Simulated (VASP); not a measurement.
Input of a VASP 6.6.1 run:

File INCAR:

```
SYSTEM = La2Fe2S2O3
ALGO     = Normal         ! electronic algorithm
EDIFF    = 1E-7           ! SCF threshold, eV
ENCUT    = 520            ! plane-wave cutoff, eV
GGA      = PE             ! functional
ISIF     = 2              ! what is computed and relaxed
ISMEAR   = 0              ! smearing method
ISPIN    = 2              ! spin polarisation
LASPH    = .True.         ! aspherical terms in the spheres
LCHARG   = .True.         ! write CHGCAR
LDAU     = .True.         ! DFT+U
LDAUJ    = 0 0 0 0      
LDAUL    = -1 2 -1 -1     ! shell
LDAUPRINT= 1            
LDAUTYPE = 2            
LDAUU    = 0 4 0 0        ! U, eV
LELF     = .True.         ! ELF
LMAXMIX  = 6              ! l up to which the mixer works
LORBIT   = 11             ! projections on sites
LREAL    = .False.        ! projectors in reciprocal space
LVHAR    = .True.       
LWAVE    = .False.        ! write WAVECAR
MAGMOM   = 0 0 3.67 3.67 0 0 0 0 0 ! initial moments
NBANDS   = 48             ! bands
NELM     = 150            ! most SCF steps
PREC     = Accurate       ! precision mode
SIGMA    = 0.05           ! smearing width, eV
```

File KPOINTS:

```
k-points
0
Gamma
  6 6 6
  0 0 0
```

File POSCAR:

```
La2Fe2S2O3
1.0
   -2.0473715523      2.0473715523      9.0488405705
    2.0473715523     -2.0473715523      9.0488405705
    2.0473715523      2.0473715523     -9.0488405705
La Fe S O
2 2 2 3
Direct
    0.1825158412      0.1825158412      0.0000000000
    0.8174841588      0.8174841588      0.0000000000
    0.5000000000      0.0000000000      0.5000000000
    0.0000000000      0.5000000000      0.5000000000
    0.4055041953      0.4055041953      0.0000000000
    0.5944958047      0.5944958047      0.0000000000
    0.7500000000      0.2500000000      0.5000000000
    0.2500000000      0.7500000000      0.5000000000
    0.0000000000      0.0000000000      0.0000000000
```

Potentials or basis: VASP PAW PBE potentials, release 64 (La, Fe, S, O).

Command:

```console
$ cat potpaw_PBE.64/La/POTCAR potpaw_PBE.64/Fe/POTCAR potpaw_PBE.64/S/POTCAR potpaw_PBE.64/O/POTCAR > POTCAR
$ mpirun -np 1 vasp_std > vasp.out
```

(1) Predict the largest force.

(2) Predict the net moment.

(3) Predict the pressure.

(4) Predict the site moments.

## Answers

(1) 0.082 eV/Å.

(2) 8.00 μB per cell.

(3) -0.9 GPa.

(4) La +0.01; Fe +3.68; S +0.10; O +0.01, +0.17 μB.

Caveat: only a ferromagnetic start was run, and an antiferromagnetic order may lie lower in energy.
